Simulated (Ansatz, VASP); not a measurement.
# Two plane-wave programs on Ag

INCAR

```
PREC = Accurate ; ENCUT = 520
EDIFF = 1E-7 ; ISMEAR = 0
SIGMA = 0.15 ; LREAL = False
LASPH = True ; NELM = 100
ALGO = Normal ; ISIF = 2
LWAVE = False ; LCHARG = False
GGA = PS ; NBANDS = 12
```

Contents of KPOINTS:

```
Automatic mesh
0
Gamma
  20 20 20
```

File POSCAR:

```
Ag
1.0
    0.0000000000      2.1248240000      2.1248240000
    2.1248240000      0.0000000000      2.1248240000
    2.1248240000      2.1248240000      0.0000000000
Ag
1
Direct
    0.0000000000      0.0000000000      0.0000000000
```

Input for Ansatz:

```yaml
crystal:
  lattice:
    - [0.0, 2.124824, 2.124824]
    - [2.124824, 0.0, 2.124824]
    - [2.124824, 2.124824, 0.0]
  atoms:
    - { symbol: Ag, position: [0.0, 0.0, 0.0] }
basis:
  ecutwfc: 420
kpoints:
  mp_grid: { grid: [20, 20, 20] }
hamiltonian:
  xc: pbesol
scf:
  occupations: { method: gaussian, width: 0.15 }
output:
  forces: true
  stress: true
  eigenvalues: true
  write_density: true
  write_potential: true
  elf: true
  volumetric_format: npy
```

Change from the starting cell: strain +0.040 along x and y, +0.040 along z, atoms carried along.

Alike in both runs: task single point; functional PBEsol; k mesh 20 × 20 × 20; occupations gaussian, width 0.15 eV; no spin polarisation.

|  | VASP | Ansatz |
| --- | --- | --- |
| version | VASP 6.6.1 | Ansatz 0.2.0 |
| potentials or method | VASP PAW PBE potentials, release 64 (Ag), cutoff 520 eV | scalar-relativistic, plane waves, PAW |
| valence electrons in the cell | 11 | 19 |

|  | VASP | Ansatz | Ansatz less VASP |
| --- | --- | --- | --- |
| gap on the k mesh at the Fermi level (eV) | none | none | - |
| pressure (GPa) | -11.3 | -11.2 | +0.07 |

VASP's potentials were made for PBE, not for PBEsol. A gap of «none» marks a metal or a gap that the smearing closes. The functional is the same, so the differences come from potentials, cutoffs and numerics. VASP's potentials hold 11 valence electrons a cell and Ansatz's 19, so a difference there can come from the potentials and not from the codes.
